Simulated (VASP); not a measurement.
Here is a VASP 6.6.1 calculation.

File POSCAR:

```
BN
1.0
    2.4066629663      0.0000000000      0.0000000000
   -1.2033314832      2.0842312672      0.0000000000
    0.0000000000      0.0000000000      4.3928081654
B N
2 2
Direct
    0.3333333333      0.6666666667      0.2500000000
    0.6666666667      0.3333333333      0.7500000000
    0.3333333333      0.6666666667      0.7500000000
    0.6666666667      0.3333333333      0.2500000000
```

Contents of INCAR.step1:

```
SYSTEM = BN
PREC = Accurate
ENCUT = 520
ISMEAR = 0
SIGMA = 0.02
LREAL = .False.
LASPH = .True.
NELM = 60
NBANDS = 16
GGA = PE
ALGO = Normal
EDIFF = 1E-4
LWAVE = .True.
LCHARG = .False.
```

File INCAR.step2:

```
SYSTEM = BN
PREC = Accurate
ENCUT = 520
EDIFF = 1E-6
ISMEAR = 0
SIGMA = 0.02
LREAL = .False.
LASPH = .True.
NELM = 60
ALGO = Normal
ISIF = 2
LWAVE = .False.
LCHARG = .True.
METAGGA = R2SCAN
LMIXTAU = .True.
LELF = .True.
LVHAR = .True.
NBANDS = 16
ISTART = 1
```

KPOINTS

```
regular mesh
0
Gamma
  12 12 6
  0 0 0
```

Potentials or basis: VASP PAW PBE potentials, release 64 (B, N).

Run with:

```console
$ cat potpaw_PBE.64/B/POTCAR potpaw_PBE.64/N/POTCAR > POTCAR
$ cp INCAR.step1 INCAR
$ mpirun -np 1 vasp_std > vasp.out
$ cp INCAR.step2 INCAR
$ mpirun -np 1 vasp_std > vasp.out
```

What does it give for the band gap on the k mesh?

4.29 eV, indirect (least direct gap 5.58 eV).

Predict the pressure.

90.8 GPa.

Stress tensor (GPa, compression positive):
```
91.32  0.00  0.00
 0.00 91.32  0.00
 0.00  0.00 89.89
```

Caveat: the PAW data sets were made with another functional, which shifts forces and pressure a little. r2SCAN opens gaps a little over a GGA but as a rule still falls short of measured ones.
